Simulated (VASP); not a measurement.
Write the native input for VASP 6.6.1 that does the following.

```
Task                   : relaxation of cell and atoms
Functional             : RPBE
Potentials or basis    : VASP PAW PBE potentials, release 64 (C_h)
Cutoff                 : 1300 eV
k mesh                 : 8 × 8 × 3
Occupations            : fermi-dirac, width 0.05 eV
Spin                   : no spin polarisation
Dipole correction      : no
Further INCAR settings : ALGO = Normal; EDIFF = 1e-07; IBRION = 2; EDIFFG = -0.01; NSW = 80; ISIF = 3
```

The structure of C lies in POSCAR:

```
C
1.0
    2.4640014744      0.0000000000      0.0000000000
   -1.2320007372      2.1338878718      0.0000000000
    0.0000000000      0.0000000000      6.7110000000
C
4
Direct
    0.0000000000      0.0000000000      0.2500000000
    0.0000000000      0.0000000000      0.7500000000
    0.3333333333      0.6666666667      0.2500000000
    0.6666666667      0.3333333333      0.7500000000
```

One way to write it, as run:

INCAR

```
SYSTEM = C
PREC = Accurate ; ENCUT = 1300
EDIFF = 1E-7 ; ISMEAR = -1
SIGMA = 0.05 ; LREAL = .False.
LASPH = .True. ; NELM = 120
ALGO = Normal ; ISIF = 3
LWAVE = .False. ; LCHARG = .False.
GGA = RP ; IBRION = 2
NSW = 80 ; EDIFFG = -0.01
GGA_COMPAT = .False. ; NELMIN = 4
```

KPOINTS

```
Automatic mesh
0
Gamma
  8 8 3
  0 0 0
```

Potentials or basis: VASP PAW PBE potentials, release 64 (C_h).

Run with:

```bash
$ cat potpaw_PBE.64/C_h/POTCAR > POTCAR
$ mpirun -np 1 vasp_std > vasp.out
```

Results of the run:

* Relaxed volume: 11.58 Å³/atom
* Relaxed cell: a = 2.476 Å, b = 2.476 Å, c = 8.726 Å, α = 90.00°, β = 90.00°, γ = 120.00°
* Space group after relaxing (to 0.1 Å): P6_3/mmc (No. 194)
* Energy gained by relaxing: 34.2 meV/atom
* Ionic steps: 11
* Pressure after relaxing: 0.0 GPa

Caveat: the volume moved by over 15 % at a fixed basis, so the end points are rough; this functional lacks dispersion, which binds layers or chains, so the pressure and a relaxed spacing across them are unreliable; the PAW data sets were made with another functional, which shifts forces and pressure a little.

Run time: 2.6 min on 1 thread of Intel(R) Xeon(R) 6975P-C (Granite Rapids), on a shared host, peak memory 0.25 GiB.
